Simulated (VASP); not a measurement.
A run of VASP 6.6.1 is set up as follows.

File POSCAR:

```
ZnO
1.0
    0.0991186987      2.1511656889      2.1511656889
    2.1511656889      0.0991186987      2.1511656889
    2.1511656889      2.1511656889      0.0991186987
Zn O
1 1
Direct
    0.0000000000      0.0000000000      0.0000000000
    0.5000000000      0.5000000000      0.5000000000
```

The input INCAR.step1:

```
PREC = Accurate ; ENCUT = 520
ISMEAR = 0 ; SIGMA = 0.01
LREAL = False ; LASPH = True
NELM = 60 ; NBANDS = 16
GGA = PE ; ALGO = Normal
EDIFF = 1E-4 ; LWAVE = True
LCHARG = False
```

INCAR.step2

```
PREC = Accurate ; ENCUT = 520
EDIFF = 1E-6 ; ISMEAR = 0
SIGMA = 0.01 ; LREAL = False
LASPH = True ; NELM = 60
ALGO = Normal ; ISIF = 2
LWAVE = False ; LCHARG = False
METAGGA = R2SCAN ; LMIXTAU = True
NBANDS = 16 ; ISTART = 1
```

The input KPOINTS:

```
Automatic mesh
0
Gamma
  10 10 10
```

Potentials or basis: VASP PAW PBE potentials, release 64 (Zn, O).

The run is started by

```console
$ cat potpaw_PBE.64/Zn/POTCAR potpaw_PBE.64/O/POTCAR > POTCAR
$ cp INCAR.step1 INCAR
$ mpirun -np 1 vasp_std > vasp.out
$ cp INCAR.step2 INCAR
$ mpirun -np 1 vasp_std > vasp.out
```

Predict the pressure.

11.4 GPa.

Predict the band gap on the k mesh.

1.67 eV, indirect (least direct gap 3.13 eV).

Stress tensor (GPa, compression positive):
```
11.44 -4.86 -4.86
-4.86 11.44 -4.86
-4.86 -4.86 11.44
```

Caveat: the cell differs from its parent crystal (epitaxial 111 strain -3.8%); the PAW data sets were made with another functional, which shifts forces and pressure a little. A k mesh can miss the band edges.
